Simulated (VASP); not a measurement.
Set up this calculation in VASP 6.6.1, as the native input.

```yaml
Task: single point
Functional: r2SCAN
Potentials_or_basis: VASP PAW PBE potentials, release 64 (Al, N)
Cutoff: 520 eV
k_mesh: 5 × 7 × 3
Occupations: gaussian, width 0.05 eV
Spin: no spin polarisation
Dipole_correction: no
Further_INCAR_settings: ALGO = Normal; EDIFF = 1e-06; NBANDS = 36
```

The system is AlN.

```
CELL_PARAMETERS angstrom
4.36980 0.00000 0.00000
0.00000 2.18490 -2.18490
0.00000 7.96892 7.96892
ATOMIC_POSITIONS crystal
Al 0.00000 0.00000 0.20562
Al 0.50000 0.50000 0.34271
Al 0.00000 0.00000 0.47980
Al 0.50000 0.50000 0.61689
Al 0.00000 0.00000 0.75398
Al 0.50000 0.50000 0.06853
N 0.75000 0.00000 0.34271
N 0.25000 0.50000 0.47980
N 0.75000 0.00000 0.61689
N 0.25000 0.50000 0.75398
N 0.75000 0.00000 0.06853
N 0.25000 0.50000 0.20562
```

These files were run (other wordings do the same):

POSCAR

```
AlN
1.0
    4.3698012523      0.0000000000      0.0000000000
    0.0000000000      2.1849006262     -2.1849006262
    0.0000000000      7.9689154409      7.9689154409
Al N
6 6
Direct
    0.0000000000      0.0000000000      0.2056197279
    0.5000000000      0.5000000000      0.3427086858
    0.0000000000      0.0000000000      0.4797976436
    0.5000000000      0.5000000000      0.6168866015
    0.0000000000      0.0000000000      0.7539755593
    0.5000000000      0.5000000000      0.0685307700
    0.7500000000      0.0000000000      0.3427086858
    0.2500000000      0.5000000000      0.4797976436
    0.7500000000      0.0000000000      0.6168866015
    0.2500000000      0.5000000000      0.7539755593
    0.7500000000      0.0000000000      0.0685307700
    0.2500000000      0.5000000000      0.2056197279
```

INCAR.step1

```
PREC = Accurate ; ENCUT = 520
ISMEAR = 0 ; SIGMA = 0.05
LREAL = F ; LASPH = T
NELM = 80 ; NBANDS = 36
GGA = PE ; ALGO = Normal
EDIFF = 1E-4 ; LWAVE = T
LCHARG = F
```

INCAR.step2

```
PREC = Accurate ; ENCUT = 520
EDIFF = 1E-6 ; ISMEAR = 0
SIGMA = 0.05 ; LREAL = F
LASPH = T ; NELM = 80
ALGO = Normal ; ISIF = 2
LWAVE = F ; LCHARG = F
METAGGA = R2SCAN ; LMIXTAU = T
NBANDS = 36 ; ISTART = 1
```

KPOINTS

```
regular mesh
0
Gamma
  5 7 3
```

Potentials or basis: VASP PAW PBE potentials, release 64 (Al, N).

The run is started by

```bash
$ cat potpaw_PBE.64/Al/POTCAR potpaw_PBE.64/N/POTCAR > POTCAR
$ cp INCAR.step1 INCAR
$ mpirun -np 1 vasp_std > vasp.out
$ cp INCAR.step2 INCAR
$ mpirun -np 1 vasp_std > vasp.out
```

Results of the run:

* Pressure: -5.8 GPa
* Largest force: 2.784 eV/Å
* Band gap on the k mesh: 1.95 eV, indirect (least direct gap 2.16 eV)

Caveat: the PAW data sets were made with another functional, which shifts forces and pressure a little.

Wall time 2.8 min on 1 thread of Intel(R) Xeon(R) 6975P-C (Granite Rapids), with other jobs on the host, peak memory 0.3 GiB.
